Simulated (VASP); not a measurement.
Set up this calculation in VASP 6.6.1, as the native input.

- Task: single point
- Functional: PBE
- Potentials or basis: VASP PAW PBE potentials, release 64 (Pd)
- Cutoff: 520 eV
- k mesh: 23 × 23 × 23
- Occupations: fermi-dirac, width 0.05 eV
- Spin: collinear spin
- Starting moments: [0.5] μB
- Dipole correction: no
- Further INCAR settings: ALGO = Normal; EDIFF = 1e-06; NBANDS = 15

The structure of Pd lies in POSCAR:

```
Pd
1.0
   -1.6101601877      1.6101601877      1.6101601877
    1.6101601877     -1.6101601877      1.6101601877
    1.6101601877      1.6101601877     -1.6101601877
Pd
1
Direct
    0.0000000000      0.0000000000      0.0000000000
```

This isn't the form of Pd at room conditions, which is fcc.

The input as run:

INCAR

```
SYSTEM = Pd
PREC = Accurate ; ENCUT = 520
EDIFF = 1E-6 ; ISMEAR = -1
SIGMA = 0.05 ; LREAL = .False.
LASPH = .True. ; NELM = 150
ALGO = Normal ; ISIF = 2
LWAVE = .False. ; LCHARG = .False.
ISPIN = 2 ; MAGMOM = 0.5
LORBIT = 11 ; LMAXMIX = 4
GGA = PE ; NBANDS = 15
```

KPOINTS

```
regular mesh
0
Gamma
  23 23 23
  0 0 0
```

Potentials or basis: VASP PAW PBE potentials, release 64 (Pd).

Launch:

```console
$ cat potpaw_PBE.64/Pd/POTCAR > POTCAR
$ mpirun -np 1 vasp_std > vasp.out
```

Results of the run:

The pressure is -10.5 GPa, the band gap on the k mesh is zero (filled and empty bands overlap) and the net moment is 0.00 μB per cell. The valence electrons inside the program's atomic spheres are Pd 9.23.

Caveat: the cell stands under tension.

It took 69 s on 1 thread of Intel(R) Xeon(R) 6975P-C (Granite Rapids), on a shared host, peak memory 0.25 GiB.
